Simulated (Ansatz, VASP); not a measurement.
## NaCl: VASP beside Ansatz

```
Na Cl
1.0
     4.72108    0.00000    0.00000
    -2.36054    4.08857    0.00000
     0.00000    0.00000    5.27375
Na Cl
2 2
Direct
  0.33333 0.66667 0.93750
  0.66667 0.33333 0.43750
  0.33333 0.66667 0.43750
  0.66667 0.33333 0.93750
```

Change from the starting cell: uniaxial_z strain -5.3%.

Alike in both runs: task single point; functional r2SCAN; k mesh 6 × 6 × 6; no spin polarisation.

|  | VASP | Ansatz |
| --- | --- | --- |
| version | VASP 6.6.1 | Ansatz 0.2.0 |
| potentials or method | VASP PAW PBE potentials, release 64 (Na_pv, Cl) | plane waves, PAW |
| plane-wave cutoff (eV) | 520 | 500 |
| occupations | gaussian, width 0.01 eV | fixed |
| valence electrons in the cell | 28 | 32 |

Ansatz gave:

```
gap on the k mesh at the Fermi level (eV)                     : 5.62
pressure (GPa)                                                : 1.7
traceless stress, the component that is largest in VASP (GPa) : 2.26
```

Question: What did VASP give for the same quantities?

Answer: gap on the k mesh at the Fermi level (eV): 5.63; pressure (GPa): 1.5; traceless stress, the component that is largest in VASP (GPa): 2.21.

VASP's potentials were made for PBE, not for r2SCAN. VASP's potentials hold 28 valence electrons a cell and Ansatz's 32, so a difference there can come from the potentials and not from the codes.
